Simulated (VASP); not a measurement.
Input of a VASP 6.6.1 run:

File POSCAR:

```
KBr
1.0
    0.0000000000      3.4540206374      3.3024387010
    3.4540206374      0.0000000000      3.3024387010
    3.4540206374      3.4540206374      0.0000000000
K Br
1 1
Direct
    0.0000000000      0.0000000000      0.0000000000
    0.5000000000      0.5000000000      0.5000000000
```

The input INCAR.step1:

```
SYSTEM = KBr
PREC = Accurate
ENCUT = 520
EDIFF = 1E-5
ISMEAR = 0
SIGMA = 0.01
LREAL = .False.
LASPH = .True.
NELM = 60
ALGO = Normal
ISIF = 2
LWAVE = .True.
LCHARG = .False.
GGA = PE
NBANDS = 15
```

Contents of INCAR.step2:

```
SYSTEM = KBr
PREC = Accurate
ENCUT = 520
EDIFF = 1E-6
ISMEAR = 0
SIGMA = 0.01
LREAL = .False.
LASPH = .True.
NELM = 60
ALGO = Normal
ISIF = 2
LWAVE = .False.
LCHARG = .False.
GGA = PE
LHFCALC = .True.
HFSCREEN = 0.2079
PRECFOCK = Normal
ISTART = 1
NBANDS = 15
```

The input KPOINTS:

```
regular mesh
0
Gamma
  4 4 4
  0 0 0
```

Potentials or basis: VASP PAW PBE potentials, release 64 (K_sv, Br).

Command:

```console
$ cat potpaw_PBE.64/K_sv/POTCAR potpaw_PBE.64/Br/POTCAR > POTCAR
$ cp INCAR.step1 INCAR
$ mpirun -np 1 vasp_std > vasp.out
$ cp INCAR.step2 INCAR
$ mpirun -np 1 vasp_std > vasp.out
```

**Question.** Estimate the pressure.

**Answer.** -0.7 GPa.

**Question.** Estimate the band gap on the k mesh.

**Answer.** 5.34 eV.

Stress tensor (GPa, compression positive):
```
-0.99  0.00  0.00
 0.00 -0.99  0.00
 0.00  0.00 -0.04
```

Caveat: the cell differs from its parent crystal (biaxial xy strain +4.6%); the PAW data sets were made with another functional, which shifts forces and pressure a little.
